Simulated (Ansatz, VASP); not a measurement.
This is a calculation of Be for Ansatz 0.2.0.

The input input.yaml:

```yaml
crystal:
  lattice:
    - [2.3153731856, 0.0, 0.0]
    - [-1.1576865928, 2.005171998, 0.0]
    - [0.0, 0.0, 3.6313659352]
  atoms:
    - { symbol: Be, position: [0.6666666667, 0.3333333333, 0.75] }
    - { symbol: Be, position: [0.3333333333, 0.6666666667, 0.25] }
hamiltonian:
  xc: r2scan
  pseudopotentials: { kind: paw }
kpoints:
  mp_grid: { grid: [13, 13, 8] }
scf:
  occupations: { method: fermi_dirac, width: 0.05 }
output:
  forces: true
  stress: true
  eigenvalues: true
```

Potentials or basis: Ansatz PAW.

Command:

```bash
$ ansatz run input.yaml --threads 2 --pin off --max-ram 5632MiB --backend cpu --events-out ev --progress --plain --runs-dir out
```

Question: Set up the same calculation for VASP 6.6.1. Potentials there: VASP PAW PBE potentials, release 64 (Be).

Answer: As run (the cutoff follows the program's own potentials):

The input POSCAR:

```
Be
1.0
    2.3153731856      0.0000000000      0.0000000000
   -1.1576865928      2.0051719980      0.0000000000
    0.0000000000      0.0000000000      3.6313659352
Be
2
Direct
    0.6666666667      0.3333333333      0.7500000000
    0.3333333333      0.6666666667      0.2500000000
```

The input INCAR.step1:

```
SYSTEM = Be
PREC = Accurate
ENCUT = 520
ISMEAR = -1
SIGMA = 0.05
LREAL = .False.
LASPH = .True.
NELM = 100
NBANDS = 9
GGA = PE
ALGO = Normal
EDIFF = 1E-4
LWAVE = .True.
LCHARG = .False.
```

The input INCAR.step2:

```
SYSTEM = Be
PREC = Accurate
ENCUT = 520
EDIFF = 1E-6
ISMEAR = -1
SIGMA = 0.05
LREAL = .False.
LASPH = .True.
NELM = 100
ALGO = Normal
ISIF = 2
LWAVE = .False.
LCHARG = .False.
METAGGA = R2SCAN
LMIXTAU = .True.
NBANDS = 9
ISTART = 1
```

The input KPOINTS:

```
Automatic mesh
0
Gamma
  13 13 8
  0 0 0
```

Potentials or basis: VASP PAW PBE potentials, release 64 (Be).

Run with:

```bash
$ cat potpaw_PBE.64/Be/POTCAR > POTCAR
$ cp INCAR.step1 INCAR
$ mpirun -np 1 vasp_std > vasp.out
$ cp INCAR.step2 INCAR
$ mpirun -np 1 vasp_std > vasp.out
```

Both were run:

|  | VASP | Ansatz | Ansatz less VASP |
| --- | --- | --- | --- |
| gap on the k mesh at the Fermi level (eV) | none | none | - |
| pressure (GPa) | -6.9 | -7.1 | -0.14 |
| traceless stress, the component that is largest in VASP (GPa) | -0.74 | -0.80 | -0.054 |

VASP's potentials were made for PBE, not for r2SCAN. A gap of «none» marks a metal or a gap that the smearing closes.
